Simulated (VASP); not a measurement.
# AlCu3 (P6_3/mmc) in VASP: notebook

AlCu3 is run at these levels: PBEsol; tasks: single point.

All numbers are computed with VASP 6.6.1; they aren't measurements. Logs are shortened: lines on timing, memory, paths and dates and some standing lists are left out, and cuts for length are marked.

### 1 The cell of the first run

It takes space group P6_3/mmc (No. 194, hexagonal). Conventional cell: a = 5.141 Å, b = 5.141 Å, c = 4.179 Å, α = 90.00°, β = 90.00°, γ = 120.00°. Al (site symmetry -6m2) has 12 Cu at 2.57 Å within 3.4 Å. Within 3.4 Å of Cu (site symmetry mm2) lie 8 Cu at 2.55 to 2.59 Å and 4 Al at 2.57 Å.

### 2 Single point, PBEsol

INCAR reads:

```
  ALGO = Fast
  EDIFF = 1E-6
  ENCUT = 520
  GGA = PS
  ISIF = 2
  ISMEAR = 0
  LASPH = True
  LCHARG = False
  LREAL = False
  LWAVE = False
  NBANDS = 46
  NELM = 60
  PREC = Accurate
  SIGMA = 0.1
```

KPOINTS reads:

```
k-points
0
Gamma
  12 12 8
```

POSCAR reads:

```
AlCu3
1.0
    5.1407270475      0.0000000000      0.0000000000
   -2.5703635238      4.4520002171      0.0000000000
    0.0000000000      0.0000000000      4.1787532206
Al Cu
2 6
Direct
    0.6666666667      0.3333333333      0.2500000000
    0.3333333333      0.6666666667      0.7500000000
    0.3306224910      0.1653112455      0.7500000000
    0.8346887545      0.1653112455      0.7500000000
    0.8346887545      0.6693775090      0.7500000000
    0.6693775090      0.8346887545      0.2500000000
    0.1653112455      0.8346887545      0.2500000000
    0.1653112455      0.3306224910      0.2500000000
```

Potentials or basis: VASP PAW PBE potentials, release 64 (Al, Cu).

Started as:

```
cat potpaw_PBE.64/Al/POTCAR potpaw_PBE.64/Cu/POTCAR > POTCAR
mpirun -np 1 vasp_std > vasp.out
```

OUTCAR:

```text
EDIFF = 1E-6
   ENCUT = 520
   GGA = PS
   ISIF = 2
   ISMEAR = 0
   LASPH = True
   LREAL = False
   NELM = 60
   PREC = Accurate

 ion  position               nearest neighbor table
   1  0.667  0.333  0.250-   4 2.57   4 2.57   3 2.57   3 2.57   5 2.57   5 2.57   8 2.57   6 2.57
                             7 2.57   7 2.57   8 2.57   6 2.57
   2  0.333  0.667  0.750-   7 2.57   7 2.57   6 2.57   6 2.57   8 2.57   8 2.57   5 2.57   3 2.57
                             4 2.57   4 2.57   5 2.57   3 2.57
   3  0.331  0.165  0.750-   4 2.55   5 2.55   8 2.56   8 2.56   7 2.56   7 2.56   1 2.57   1 2.57
                             2 2.57   2 2.57   4 2.59   5 2.59
   4  0.835  0.165  0.750-   3 2.55   5 2.55   8 2.56   8 2.56   6 2.56   6 2.56   1 2.57   1 2.57
                             2 2.57   2 2.57   3 2.59   5 2.59
   5  0.835  0.669  0.750-   3 2.55   4 2.55   7 2.56   7 2.56   6 2.56   6 2.56   1 2.57   1 2.57
                             2 2.57   2 2.57   3 2.59   4 2.59
   6  0.669  0.835  0.250-   7 2.55   8 2.55   5 2.56   5 2.56   4 2.56   4 2.56   2 2.57   2 2.57
                             1 2.57   1 2.57   7 2.59   8 2.59
   7  0.165  0.835  0.250-   6 2.55   8 2.55   5 2.56   5 2.56   3 2.56   3 2.56   2 2.57   2 2.57
                             1 2.57   1 2.57   6 2.59   8 2.59
   8  0.165  0.331  0.250-   6 2.55   7 2.55   4 2.56   4 2.56   3 2.56   3 2.56   2 2.57   2 2.57
                             1 2.57   1 2.57   6 2.59   7 2.59

  LATTYP: Found a hexagonal cell.
 ALAT       =     5.1407270475
 C/A-ratio  =     0.8128720280

  Lattice vectors:

 A1 = (   5.1407270475,   0.0000000000,   0.0000000000)
 A2 = (  -2.5703635238,   4.4520002171,   0.0000000000)
 A3 = (   0.0000000000,   0.0000000000,   4.1787532206)

Analysis of symmetry for initial positions (statically):
=====================================================================
 Subroutine PRICEL returns:
 Original cell was already a primitive cell.

 Routine SETGRP: Setting up the symmetry group for a
 hexagonal supercell.

 Subroutine GETGRP returns: Found 24 space group operations
 (whereof 12 operations were pure point group operations)
 out of a pool of 24 trial point group operations.

The static configuration has the point symmetry D_3d.
 The point group associated with its full space group is D_6h.

Analysis of symmetry for dynamics (positions and initial velocities):
=====================================================================
 Subroutine PRICEL returns:
 Original cell was already a primitive cell.

 Routine SETGRP: Setting up the symmetry group for a
 hexagonal supercell.

 Subroutine GETGRP returns: Found 24 space group operations
 (whereof 12 operations were pure point group operations)
 out of a pool of 24 trial point group operations.

The dynamic configuration has the point symmetry D_3d.
 The point group associated with its full space group is D_6h.

 Subroutine INISYM returns: Found 24 space group operations
 (whereof 12 operations are pure point group operations),
 and found     1 'primitive' translations

----------------------------------------------------------------------------------------

                                     Primitive cell

  volume of cell :      95.6371

  direct lattice vectors                    reciprocal lattice vectors
     5.140727048  0.000000000  0.000000000     0.194525014  0.112309069  0.000000000
    -2.570363524  4.452000217  0.000000000     0.000000000  0.224618138  0.000000000
     0.000000000  0.000000000  4.178753221     0.000000000  0.000000000  0.239305828

  length of vectors
     5.140727048  5.140727048  4.178753221     0.224618138  0.224618138  0.239305828

  position of ions in fractional coordinates (direct lattice)
     0.666666667  0.333333333  0.250000000
     0.333333333  0.666666667  0.750000000
     0.330622491  0.165311245  0.750000000
     0.834688755  0.165311245  0.750000000
     0.834688755  0.669377509  0.750000000
     0.669377509  0.834688755  0.250000000
     0.165311245  0.834688755  0.250000000
     0.165311245  0.330622491  0.250000000

  ion indices of the primitive-cell ions
   primitive index   ion index
                 1           1
                 2           2
                 3           3
                 4           4
                 5           5
                 6           6
                 7           7
                 8           8

----------------------------------------------------------------------------------------

 KPOINTS: k-points

Automatic generation of k-mesh.
 Grid dimensions read from file:
 generate k-points for:   12   12    8

 Generating k-lattice:

  Cartesian coordinates                     Fractional coordinates (reciprocal lattice)
     0.016210418  0.009359089  0.000000000     0.083333333  0.000000000  0.000000000
     0.000000000  0.018718178  0.000000000     0.000000000  0.083333333  0.000000000
     0.000000000  0.000000000  0.029913229     0.000000000  0.000000000  0.125000000

  Length of vectors
     0.018718178  0.018718178  0.029913229

  Shift w.r.t. Gamma in fractional coordinates (k-lattice)
     0.000000000  0.000000000  0.000000000

 Subroutine IBZKPT returns following result:
 ===========================================

 Found     95 irreducible k-points:

 Following reciprocal coordinates:
            Coordinates               Weight
  0.000000  0.000000  0.000000      1.000000
  0.083333  0.000000  0.000000      6.000000
  0.166667  0.000000  0.000000      6.000000
  0.250000  0.000000  0.000000      6.000000
  0.333333  0.000000  0.000000      6.000000
  0.416667  0.000000  0.000000      6.000000
[... 16 lines left out ...]
  0.250000  0.000000  0.125000     12.000000
  0.333333  0.000000  0.125000     12.000000
 [... further k-points ...]
   k-points           NKPTS =     95   k-points in BZ     NKDIM =     95   number of bands    NBANDS=     46
   number of dos      NEDOS =    301   number of ions     NIONS =      8
   total plane-waves  NPLWV =  51200
   dimension x,y,z NGX =    40 NGY =   40 NGZ =   32
   dimension x,y,z NGXF=    80 NGYF=   80 NGZF=   64
   ions per type =               2   6
   NGX,Y,Z   is equivalent  to a cutoff of  12.94, 12.94, 12.73 a.u.
   NGXF,Y,Z  is equivalent  to a cutoff of  25.87, 25.87, 25.46 a.u.
 SYSTEM =  unknown system
   PREC   = accura    normal or accurate (medium, high low for compatibility)
   ISTART =      0    job   : 0-new  1-cont  2-samecut
   ICHARG =      2    charge: 1-file 2-atom 10-const
   ISPIN  =      1    spin polarized calculation?
   LNONCOLLINEAR =      F non collinear calculations
   LSORBIT =      F    spin-orbit coupling
   LASPH  =      T    aspherical Exc in radial PAW
   ENCUT  =  520.0 eV  38.22 Ry    6.18 a.u.   9.56  9.56  7.77*2*pi/ulx,y,z
   NELM   =     60;   NELMIN=  2; NELMDL= -5     # of ELM steps
   EDIFF  = 0.1E-05   stopping-criterion for ELM
   LREAL  =      F    real-space projection
   EDIFFG = 0.1E-04   stopping-criterion for IOM
   NSW    =      0    number of steps for IOM
   IBRION =     -1    ionic relax: 0-MD 1-quasi-New 2-CG
   NFREE  =      0    steps in history (QN), initial steepest desc. (CG)
   ISIF   =      2    stress and relaxation
   ISYM   =      2    0-nonsym 1-usesym 2-fastsym
   POTIM  = 0.5000    time-step for ionic-motion
   TEBEG  =    0.0;   TEEND  =   0.0 temperature during run
   PSTRESS=    0.0 pullay stress
   NELECT =      72.0000    total number of electrons
   NUPDOWN=      -1.0000    fix difference up-down
   EMIN   =  10.00;   EMAX   =-10.00  energy-range for DOS
   EFERMI =   0.00;   METHOD = LEGACY
   ISMEAR =     0;   SIGMA  =   0.10  broadening in eV -4-tet -1-fermi 0-gaus
   EFERMI_NEDOS =   21; number of points for ismear=-14 and -15
   IALGO  =     68    algorithm
   IMIX   =      4    mixing-type and parameters
     AMIX     =   0.40;   BMIX     =  1.00
     AMIX_MAG =   1.60;   BMIX_MAG =  1.00
  volume/ion in A,a.u.               =      11.95        80.67
  Fermi-wavevector in a.u.,A,eV,Ry     =   1.489282  2.814334 30.177177  2.217960
  Thomas-Fermi vector in A             =   2.602210
   LORBIT       =      0    0 simple, 1 ext, 2 COOP (PROOUT), +10 PAW based schemes
   GGA     = PS    functional components
   LHFCALC =     F    Hartree Fock is set to
   AEXX    =    0.0000 exact exchange contribution
   IVDW    =     0    specifies the selected vdW correction
   LEPSILON=     F    determine dielectric tensor
   LRPA    =     F    only Hartree local field effects (RPA)
 non-spin polarized calculation
 RMM-DIIS sequential band-by-band and
 Gauss-broadening in eV      SIGMA  =   0.10
  energy-cutoff  :      520.00
  volume of cell :       95.64
 maximum number of plane-waves:      2613
 NGX is ok and might be reduce to    40
   NGX = 19   NGY = 19   NGZ = 15

 number of electron      72.0000020 magnetization

 Free energy of the ion-electron system (eV)
  ---------------------------------------------------
  ext. energy  EPLUGINS =         0.00000000
  ---------------------------------------------------
  free energy    TOTEN  =       -35.62263330 eV

  energy without entropy =      -35.60680138  energy(sigma->0) =      -35.61471734

 E-fermi :   8.6716     XC(G=0): -12.5118

 val. band max:        8.6706565659   @ k =   0.0833   0.0000   0.1250
 cond. band min:       8.6734644935   @ k =   0.1667   0.1667   0.5000
 fundamental gap:      0.0028079276
 Fermi energy:         8.6715852457

 k-point     1 :       0.0000    0.0000    0.0000
  band No.  band energies     occupation
      1      -2.0778      2.00000
      2       2.3353      2.00000
      3       3.4672      2.00000
      4       3.4672      2.00000
      5       3.5581      2.00000
      6       3.6286      2.00000
[... 38 lines left out ...]
     45      15.5448      0.00000
     46      15.8405      0.00000

 k-point     2 :       0.0833    0.0000    0.0000
  band No.  band energies     occupation
      1      -2.0241      2.00000
      2       2.3120      2.00000
      3       3.2797      2.00000
      4       3.3763      2.00000
      5       3.5592      2.00000
      6       3.6422      2.00000
[... 1070 lines left out ...]
 k-point    24 :       0.3333    0.0000    0.1250
  band No.  band energies     occupation
      1      -1.1016      2.00000
      2       1.1955      2.00000
      3       2.7808      2.00000
      4       2.9233      2.00000
      5       3.5918      2.00000
      6       3.8824      2.00000
[... 38 lines left out ...]
     45      15.2340      0.00000
     46      15.5501      0.00000

 [... further k-points ...]
[... 5 lines left out ...]
  --------------------------------------------------------------------------------------
  -------------------------------------------------------------------------------------
  Total        0.3289274      0.3289274      0.3533677     -0.0000000      0.0000000     -0.0000000
  in kB        5.5104127      5.5104127      5.9198540     -0.0000000      0.0000000     -0.0000000
  external PRESSURE =       5.6468932 kB  Pullay stress =       0.0000000 kB

 VOLUME and BASIS-vectors are now :
 -----------------------------------------------------------------------------
  energy-cutoff  :      520.00
  volume of cell :       95.64
      direct lattice vectors                 reciprocal lattice vectors
     5.140727048  0.000000000  0.000000000     0.194525014  0.112309069  0.000000000
    -2.570363524  4.452000217  0.000000000     0.000000000  0.224618138  0.000000000
     0.000000000  0.000000000  4.178753221     0.000000000  0.000000000  0.239305828

 POSITION                                       TOTAL-FORCE (eV/Angst)
 -----------------------------------------------------------------------------------
      2.57036      1.48400      1.04469        -0.000000     -0.000000      0.000000
     -0.00000      2.96800      3.13406        -0.000000     -0.000000      0.000000
      1.27473      0.73597      3.13406         0.000616      0.000356      0.000000
      3.86600      0.73597      3.13406        -0.000616      0.000356     -0.000000
      2.57036      2.98007      3.13406         0.000000     -0.000711      0.000000
      1.29563      3.71603      1.04469        -0.000616     -0.000356      0.000000
     -1.29563      3.71603      1.04469         0.000616     -0.000356      0.000000
     -0.00000      1.47193      1.04469        -0.000000      0.000711     -0.000000
 -----------------------------------------------------------------------------------
    total drift:                                0.000000     -0.000000      0.000000

  FREE ENERGIE OF THE ION-ELECTRON SYSTEM (eV)
  ---------------------------------------------------
  free  energy   TOTEN  =       -35.6226332998 eV

  energy  without entropy=      -35.6068013829  energy(sigma->0) =      -35.61471734
```

It took 8.8 min on 1 thread of Intel Xeon Platinum 8259CL at 2.50GHz (Skylake/Cascade Lake), shared host; peak memory 0.43 GiB.

Results:

* Free energy: -35.6226 eV
* Pressure: 0.6 GPa
* Band gap on the k mesh: zero (band 36 reaches 10.30 eV, above the bottom of band 37 at 7.70 eV)

Levels at points of the mesh, in eV from the Fermi level:
| k point | band 33 | band 34 | band 35 | band 36 | band 37 | band 38 | band 39 | band 40 |
| --- | --- | --- | --- | --- | --- | --- | --- | --- |
| (0.00, 0.00, 0.00) | -1.82 | -1.35 | -1.35 | -0.79 | -0.07 | -0.07 | 1.59 | 4.77 |
| (0.50, 0.00, 0.00) | -2.29 | -1.31 | 0.57 | 1.02 | 1.85 | 2.56 | 3.29 | 3.65 |
| (0.00, 0.00, 0.50) | -1.31 | -1.31 | -1.31 | -1.31 | -0.87 | -0.87 | 2.56 | 2.56 |
| (0.50, 0.00, 0.50) | -2.34 | -2.34 | -0.93 | -0.93 | -0.67 | -0.67 | 5.32 | 5.32 |

Caveat: the PAW data sets were made with another functional, which shifts forces and pressure a little.

### 3 Single point, PBEsol

INCAR reads:

```
SYSTEM = AlCu3
ALGO = Fast ; EDIFF = 1E-6
ENCUT = 520 ; GGA = PS
ISIF = 2 ; ISMEAR = -1
LASPH = .TRUE. ; LCHARG = .FALSE.
LREAL = .FALSE. ; LWAVE = .FALSE.
NBANDS = 46 ; NELM = 60
PREC = Accurate ; SIGMA = 0.15
```

KPOINTS reads:

```
k-points
0
G
  12 12 8
  0 0 0
```

POSCAR reads:

```
AlCu3
1.0
    5.1446000649      0.0000000000      0.0000000000
   -2.5723000325      4.4553543485      0.0000000000
    0.0000000000      0.0000000000      4.1761331264
Al Cu
2 6
Direct
    0.6666666667      0.3333333333      0.2500000000
    0.3333333333      0.6666666667      0.7500000000
    0.3305652767      0.1652826384      0.7500000000
    0.8347173616      0.1652826384      0.7500000000
    0.8347173616      0.6694347233      0.7500000000
    0.6694347233      0.8347173616      0.2500000000
    0.1652826384      0.8347173616      0.2500000000
    0.1652826384      0.3305652767      0.2500000000
```

Potentials or basis: VASP PAW PBE potentials, release 64 (Al, Cu).

Started as:

```
cat potpaw_PBE.64/Al/POTCAR potpaw_PBE.64/Cu/POTCAR > POTCAR
mpirun -np 1 vasp_std > vasp.out
```

It took 8.6 min on 1 thread of Intel Xeon Platinum 8259CL at 2.50GHz (Skylake/Cascade Lake), shared host; peak memory 0.43 GiB.

Results (log left out):

| Item | Value |
| --- | --- |
| Free energy | -35.7126 eV |
| Pressure | 0.5 GPa |
| Band gap on the k mesh | zero (band 36 reaches 10.29 eV, above the bottom of band 37 at 7.69 eV) |

Levels at points of the mesh, in eV from the Fermi level:
| k point | band 33 | band 34 | band 35 | band 36 | band 37 | band 38 | band 39 | band 40 |
| --- | --- | --- | --- | --- | --- | --- | --- | --- |
| (0.00, 0.00, 0.00) | -1.81 | -1.34 | -1.34 | -0.78 | -0.06 | -0.06 | 1.62 | 4.79 |
| (0.50, 0.00, 0.00) | -2.27 | -1.30 | 0.59 | 1.04 | 1.88 | 2.59 | 3.30 | 3.66 |
| (0.00, 0.00, 0.50) | -1.29 | -1.29 | -1.29 | -1.29 | -0.86 | -0.86 | 2.57 | 2.57 |
| (0.50, 0.00, 0.50) | -2.33 | -2.33 | -0.91 | -0.91 | -0.66 | -0.66 | 5.33 | 5.33 |

Caveat: the PAW data sets were made with another functional, which shifts forces and pressure a little.
